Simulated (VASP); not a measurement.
# Ti9Al8 (a cell with a defect) in VASP: notebook

The runs below take Ti9Al8 (a cell with a defect) through single point, with PBE.

Program: VASP 6.6.1. These are calculated values, not measurements. Logs are shortened: lines on timing, memory, paths and dates and some standing lists are left out, and cuts for length are marked.

## 1. The cell of the first run

The cell holds a defect, 17 atoms: a = 6.963 Å, b = 6.963 Å, c = 6.963 Å, α = 108.29°, β = 110.06°, γ = 110.06°.

## 2. Single point, PBE (with an interstitial atom, then relaxed in part)

File INCAR:

```
PREC     = Accurate       # precision mode
ENCUT    = 520            # plane-wave cutoff, eV
EDIFF    = 1E-6           # SCF threshold, eV
ISMEAR   = 0              # smearing method
SIGMA    = 0.1            # smearing width, eV
LREAL    = Auto         
LASPH    = True           # aspherical terms in the spheres
NELM     = 60             # most SCF steps
ALGO     = Normal         # electronic algorithm
ISIF     = 2              # what is computed and relaxed
LWAVE    = False          # write WAVECAR
LCHARG   = False          # write CHGCAR
GGA      = PE             # functional
NBANDS   = 80             # bands
```

File KPOINTS:

```
Automatic mesh
0
Gamma
  4 4 4
  0.5 0.5 0.5
```

File POSCAR:

```
Ti9Al8
1.0
    5.6432814777      0.0000000000      4.0782742132
    0.0000000000     -5.6432814777     -4.0782742132
    0.0000000000      5.6432814777     -4.0782742132
Ti Al
9 8
Direct
    0.2703512611      0.5061694935      0.2365363975
    0.2703695681      0.2364094273      0.5063050780
    0.2661802621      0.7903964379      0.0560622217
    0.2661366833      0.0558947256      0.7904939248
    0.7308472242      0.2363816752     -0.0332031024
    0.7350894452      0.5247954192      0.7905065875
    0.7308736958     -0.0333365288      0.2365721810
    0.7350406967      0.7903067093      0.5249243431
    0.0006096128      0.6649641106      0.6651275862
    0.4564075956      0.7413271867      0.7414869903
    0.5006044315      0.5107308721      0.0108673979
    0.5006084776      0.0107246614      0.5108803476
    0.5448421322      0.2855533725      0.2856859446
    0.0006254137      0.3742421909      0.3743807468
    0.0006020952      0.7413184317      0.2856870005
    0.0005978518      0.2855314868      0.7414725205
    0.0006009825      0.0156009463      0.0157472819
```

Potentials or basis: VASP PAW PBE potentials, release 64 (Ti_sv, Al).

On the command line:

```sh
$ cat potpaw_PBE.64/Ti_sv/POTCAR potpaw_PBE.64/Al/POTCAR > POTCAR
$ mpirun -np 1 vasp_std > vasp.out
```

OUTCAR:

```text
PREC = Accurate
   ENCUT = 520
   EDIFF = 1E-6
   ISMEAR = 0
   LREAL = Auto
   LASPH = True
   NELM = 60
   ISIF = 2
   GGA = PE

 ion  position               nearest neighbor table
   1  0.270  0.506  0.237-  14 2.43  11 2.60   8 2.66   3 2.66  17 2.81  16 2.83  13 2.83  12 2.90
                            15 2.92  10 2.92
   2  0.270  0.236  0.506-  14 2.43  12 2.60   4 2.66   6 2.66  17 2.81  15 2.83  13 2.83  11 2.90
                            10 2.92  16 2.92
   3  0.266  0.790  0.056-   9 2.35  12 2.59   7 2.66   1 2.66  17 2.80  13 2.83  15 2.83  10 2.92
                            16 2.92  11 2.95
   4  0.266  0.056  0.790-   9 2.35  11 2.59   2 2.66   5 2.66  17 2.80  16 2.83  13 2.83  15 2.92
                            10 2.92  12 2.95
   5  0.731  0.236  0.967-  14 2.43  12 2.60   6 2.66   4 2.66  17 2.81  10 2.83  16 2.83  11 2.90
                            13 2.92  15 2.92
   6  0.735  0.525  0.791-   9 2.35  11 2.59   5 2.66   2 2.66  17 2.80  15 2.83  10 2.83  16 2.92
                            13 2.92  12 2.95
   7  0.731  0.967  0.237-  14 2.43  11 2.60   3 2.66   8 2.66  17 2.81  15 2.83  10 2.83  12 2.90
                            16 2.92  13 2.92
   8  0.735  0.790  0.525-   9 2.35  12 2.59   1 2.66   7 2.66  17 2.80  10 2.83  16 2.83  13 2.92
                            15 2.92  11 2.95
   9  0.001  0.665  0.665-   6 2.35   8 2.35   3 2.35   4 2.35  14 2.37  13 2.85  16 2.85  15 2.85
                            10 2.85  17 2.86
  10  0.456  0.741  0.741-  14 2.81   5 2.83  11 2.83   7 2.83  12 2.83   8 2.83   6 2.83   9 2.85
                             3 2.92   4 2.92   2 2.92   1 2.92  17 3.07
  11  0.501  0.511  0.011-   4 2.59   6 2.59   1 2.60   7 2.60  10 2.83  13 2.83  15 2.83  16 2.83
                             2 2.90   5 2.90   8 2.95   3 2.95
  12  0.501  0.011  0.511-   3 2.59   8 2.59   5 2.60   2 2.60  16 2.83  10 2.83  15 2.83  13 2.83
                             1 2.90   7 2.90   6 2.95   4 2.95
  13  0.545  0.286  0.286-  14 2.81  11 2.83   2 2.83   1 2.83  12 2.83   3 2.83   4 2.83   9 2.85
                             8 2.92   6 2.92   5 2.92   7 2.92  17 3.07
  14  0.001  0.374  0.374-   9 2.37   1 2.43   2 2.43   5 2.43   7 2.43  15 2.81  13 2.81  10 2.81
                            16 2.81  17 2.93
  15  0.001  0.741  0.286-  14 2.81   7 2.83   2 2.83  11 2.83  12 2.83   6 2.83   3 2.83   9 2.85
                             8 2.92   4 2.92   1 2.92   5 2.92  17 3.07
  16  0.001  0.286  0.741-  14 2.81   1 2.83   5 2.83  12 2.83  11 2.83   4 2.83   8 2.83   9 2.85
                             6 2.92   3 2.92   7 2.92   2 2.92  17 3.07
  17  0.001  0.016  0.016-   3 2.80   4 2.80   6 2.80   8 2.80   5 2.81   7 2.81   2 2.81   1 2.81
                             9 2.86  14 2.93  10 3.07  16 3.07  15 3.07  13 3.07

  LATTYP: Found a body centered tetragonal cell.
 ALAT       =     7.9808052021
 C/A-ratio  =     1.0220207385

  Lattice vectors:

 A1 = (   0.0000000000,   5.6432814777,   4.0782742132)
 A2 = (   0.0000000000,  -5.6432814777,   4.0782742132)
 A3 = (   5.6432814777,   0.0000000000,  -4.0782742132)

Analysis of symmetry for initial positions (statically):
=====================================================================
 Subroutine PRICEL returns:
 Original cell was already a primitive cell.

 Routine SETGRP: Setting up the symmetry group for a
 body centered tetragonal supercell.

 Subroutine GETGRP returns: Found  1 space group operations
 (whereof  1 operations were pure point group operations)
 out of a pool of 16 trial point group operations.

The static configuration has the point symmetry C_1 .

Analysis of symmetry for dynamics (positions and initial velocities):
=====================================================================
 Subroutine PRICEL returns:
 Original cell was already a primitive cell.

 Routine SETGRP: Setting up the symmetry group for a
 body centered tetragonal supercell.

 Subroutine GETGRP returns: Found  1 space group operations
 (whereof  1 operations were pure point group operations)
 out of a pool of 16 trial point group operations.

The dynamic configuration has the point symmetry C_1 .

 Subroutine INISYM returns: Found  1 space group operations
 (whereof  1 operations are pure point group operations),
 and found     1 'primitive' translations

----------------------------------------------------------------------------------------

                                     Primitive cell

  volume of cell :     259.7585

  direct lattice vectors                    reciprocal lattice vectors
     5.643281478  0.000000000  4.078274213     0.177201865  0.000000000  0.000000000
     0.000000000 -5.643281478 -4.078274213     0.088600932 -0.088600932 -0.122600878
     0.000000000  5.643281478 -4.078274213     0.088600932  0.088600932 -0.122600878

  length of vectors
     6.962682414  6.962682414  6.962682414     0.177201865  0.175303239  0.175303239

  position of ions in fractional coordinates (direct lattice)
     0.270351261  0.506169494  0.236536397
     0.270369568  0.236409427  0.506305078
     0.266180262  0.790396438  0.056062222
     0.266136683  0.055894726  0.790493925
     0.730847224  0.236381675  0.966796898
     0.735089445  0.524795419  0.790506587
[... 9 lines left out ...]
     0.000597852  0.285531487  0.741472520
     0.000600983  0.015600946  0.015747282

  ion indices of the primitive-cell ions
   primitive index   ion index
                 1           1
                 2           2
                 3           3
                 4           4
                 5           5
                 6           6
[... 9 lines left out ...]
                16          16
                17          17

----------------------------------------------------------------------------------------

 KPOINTS: Automatic mesh

Automatic generation of k-mesh.
 Grid dimensions read from file:
 generate k-points for:    4    4    4

 Generating k-lattice:

  Cartesian coordinates                     Fractional coordinates (reciprocal lattice)
     0.044300466  0.000000000  0.000000000     0.250000000  0.000000000  0.000000000
     0.022150233 -0.022150233 -0.030650220     0.000000000  0.250000000  0.000000000
     0.022150233  0.022150233 -0.030650220     0.000000000  0.000000000  0.250000000

  Length of vectors
     0.044300466  0.043825810  0.043825810

  Shift w.r.t. Gamma in fractional coordinates (k-lattice)
     0.500000000  0.500000000  0.500000000

 Subroutine IBZKPT returns following result:
 ===========================================

 Found     32 irreducible k-points:

 Following reciprocal coordinates:
            Coordinates               Weight
  0.125000  0.125000  0.125000      2.000000
 -0.125000 -0.125000  0.375000      2.000000
 -0.375000  0.125000  0.125000      2.000000
 -0.125000  0.375000 -0.125000      2.000000
  0.375000  0.125000  0.125000      2.000000
 -0.125000 -0.375000 -0.375000      2.000000
[... 16 lines left out ...]
  0.375000  0.375000  0.375000      2.000000
  0.125000 -0.125000  0.125000      2.000000
 [... further k-points ...]
   k-points           NKPTS =     32   k-points in BZ     NKDIM =     32   number of bands    NBANDS=     80
   number of dos      NEDOS =    301   number of ions     NIONS =     17
   total plane-waves  NPLWV = 157464
   dimension x,y,z NGX =    54 NGY =   54 NGZ =   54
   dimension x,y,z NGXF=   108 NGYF=  108 NGZF=  108
   ions per type =               9   8
   NGX,Y,Z   is equivalent  to a cutoff of  12.89, 12.89, 12.89 a.u.
   NGXF,Y,Z  is equivalent  to a cutoff of  25.79, 25.79, 25.79 a.u.
 SYSTEM =  unknown system
   PREC   = accura    normal or accurate (medium, high low for compatibility)
   ISTART =      0    job   : 0-new  1-cont  2-samecut
   ICHARG =      2    charge: 1-file 2-atom 10-const
   ISPIN  =      1    spin polarized calculation?
   LNONCOLLINEAR =      F non collinear calculations
   LSORBIT =      F    spin-orbit coupling
   LASPH  =      T    aspherical Exc in radial PAW
   ENCUT  =  520.0 eV  38.22 Ry    6.18 a.u.  12.95 12.95 12.95*2*pi/ulx,y,z
   NELM   =     60;   NELMIN=  2; NELMDL= -5     # of ELM steps
   EDIFF  = 0.1E-05   stopping-criterion for ELM
   LREAL  =      T    real-space projection
   EDIFFG = 0.1E-04   stopping-criterion for IOM
   NSW    =      0    number of steps for IOM
[... 5 lines left out ...]
   TEBEG  =    0.0;   TEEND  =   0.0 temperature during run
   PSTRESS=    0.0 pullay stress
   NELECT =     132.0000    total number of electrons
   NUPDOWN=      -1.0000    fix difference up-down
   EMIN   =  10.00;   EMAX   =-10.00  energy-range for DOS
   EFERMI =   0.00;   METHOD = LEGACY
   ISMEAR =     0;   SIGMA  =   0.10  broadening in eV -4-tet -1-fermi 0-gaus
   EFERMI_NEDOS =   21; number of points for ismear=-14 and -15
   IALGO  =     38    algorithm
   IMIX   =      4    mixing-type and parameters
     AMIX     =   0.40;   BMIX     =  1.00
     AMIX_MAG =   1.60;   BMIX_MAG =  1.00
  volume/ion in A,a.u.               =      15.28       103.11
  Fermi-wavevector in a.u.,A,eV,Ry     =   1.306400  2.468738 23.220806  1.706681
  Thomas-Fermi vector in A             =   2.437205
   LORBIT       =      0    0 simple, 1 ext, 2 COOP (PROOUT), +10 PAW based schemes
   GGA     = PE    functional components
   LHFCALC =     F    Hartree Fock is set to
   AEXX    =    0.0000 exact exchange contribution
   IVDW    =     0    specifies the selected vdW correction
   LEPSILON=     F    determine dielectric tensor
   LRPA    =     F    only Hartree local field effects (RPA)
 non-spin polarized calculation
 Gauss-broadening in eV      SIGMA  =   0.10
  energy-cutoff  :      520.00
  volume of cell :      259.76
 maximum number of plane-waves:      7015
 NGX is ok and might be reduce to    54
   NGX = 25   NGY = 25   NGZ = 25

 number of electron     132.0000012 magnetization

 Free energy of the ion-electron system (eV)
  ---------------------------------------------------
  ext. energy  EPLUGINS =         0.00000000
  ---------------------------------------------------
  free energy    TOTEN  =      -102.01825908 eV

  energy without entropy =     -101.94681678  energy(sigma->0) =     -101.98253793

 E-fermi :   8.9384     XC(G=0): -11.3126

 val. band max:        8.9302500406   @ k =  -0.1250   0.1250   0.3750
 cond. band min:       8.9504416475   @ k =  -0.3750  -0.3750   0.3750
 fundamental gap:      0.0201916068
 Fermi energy:         8.9384145708

 k-point     1 :       0.1250    0.1250    0.1250
  band No.  band energies     occupation
      1     -47.4933      2.00000
      2     -47.4733      2.00000
      3     -47.4594      2.00000
      4     -47.4466      2.00000
      5     -47.4025      2.00000
      6     -47.3418      2.00000
[... 70 lines left out ...]
     77      10.3438      0.00000
     78      10.5486      0.00000

 k-point     2 :      -0.1250   -0.1250    0.3750
  band No.  band energies     occupation
      1     -47.4933      2.00000
      2     -47.4733      2.00000
      3     -47.4594      2.00000
      4     -47.4466      2.00000
      5     -47.4025      2.00000
      6     -47.3418      2.00000
[... 70 lines left out ...]
     77      10.3438      0.00000
     78      10.5486      0.00000
[... 1699 lines left out ...]
     77      10.3970      0.00000
     78      10.6520      0.00000

 k-point    24 :       0.1250   -0.1250    0.1250
  band No.  band energies     occupation
      1     -47.4980      2.00000
      2     -47.4715      2.00000
      3     -47.4540      2.00000
      4     -47.4514      2.00000
      5     -47.3935      2.00000
      6     -47.3479      2.00000
[... 70 lines left out ...]
     77      10.2399      0.00000
     78      10.2949      0.00000

 [... further k-points ...]

 [bands above 78 left out]

------------------------ aborting loop because EDIFF is reached ----------------------------------------

  FORCE on cell =-STRESS in cart. coord.  units (eV):
  Direction    XX          YY          ZZ          XY          YZ          ZX
  --------------------------------------------------------------------------------------
  -------------------------------------------------------------------------------------
  Total       20.0967763     20.0958223     15.1128912      0.0035203     -0.0014962     -0.0052565
  in kB      123.9558812    123.9499970     93.2155345      0.0217130     -0.0092286     -0.0324218
  external PRESSURE =     113.7071376 kB  Pullay stress =       0.0000000 kB

 VOLUME and BASIS-vectors are now :
 -----------------------------------------------------------------------------
  energy-cutoff  :      520.00
  volume of cell :      259.76
      direct lattice vectors                 reciprocal lattice vectors
     5.643281478  0.000000000  4.078274213     0.177201865  0.000000000  0.000000000
     0.000000000 -5.643281478 -4.078274213     0.088600932 -0.088600932 -0.122600878
     0.000000000  5.643281478 -4.078274213     0.088600932  0.088600932 -0.122600878

 POSITION                                       TOTAL-FORCE (eV/Angst)
 -----------------------------------------------------------------------------------
      1.52567     -1.52162     -1.92639        -0.004417     -0.001188     -0.000737
      1.52577      1.52310     -1.92635        -0.001623      0.000600     -0.003044
      1.50213     -4.14405     -2.36653         0.013361      0.012157     -0.004072
      1.50188      4.14555     -2.36643         0.012199     -0.013342     -0.005372
      4.12438      4.12194     -1.92630        -0.004495      0.000281      0.001477
      4.14832      1.49948     -2.36627        -0.010732      0.013360     -0.001173
[... 9 lines left out ...]
      0.00337      2.57300     -4.18597         0.001202     -0.002282      0.000066
      0.00339      0.00083     -0.12540         0.002165      0.000220      0.011394
 -----------------------------------------------------------------------------------
    total drift:                               -0.003743      0.003600     -0.035968

  FREE ENERGIE OF THE ION-ELECTRON SYSTEM (eV)
  ---------------------------------------------------
  free  energy   TOTEN  =      -102.0182590773 eV

  energy  without entropy=     -101.9468167849  energy(sigma->0) =     -101.98253793
```

Run time: 14 min. Hardware: 1 thread of Intel Xeon 6975P-C (Granite Rapids), shared host; peak memory 0.64 GiB.

Results:

| Property | Result |
| --- | --- |
| Free energy | -102.0183 eV |
| Pressure | 11.4 GPa |
| Largest force | 0.028 eV/Å |
| Band gap on the k mesh | zero (bands 66 and 67 overlap by 0.13 eV) |

Forces in eV/Å, atoms in the order of the input:
```
Ti  -0.004 -0.001 -0.001
Ti  -0.002  0.001 -0.003
Ti   0.013  0.012 -0.004
Ti   0.012 -0.013 -0.005
Ti  -0.004  0.000  0.001
Ti  -0.011  0.013 -0.001
Ti  -0.003 -0.003  0.004
Ti  -0.008 -0.012 -0.005
Ti   0.001  0.005  0.022
Al  -0.001  0.000 -0.001
Al  -0.001 -0.001  0.005
Al   0.000  0.000  0.005
Al   0.002  0.000  0.000
Al   0.003  0.000 -0.028
Al   0.001  0.001  0.000
Al   0.001 -0.002  0.000
Al   0.002  0.000  0.011
```

Stress tensor (GPa, compression positive):
```
12.40  0.00  0.00
 0.00 12.39  0.00
 0.00  0.00  9.32
```

Caveat: the cell differs from its parent crystal (with an interstitial atom, then relaxed in part).

(Part 1 of 2 ends here.)
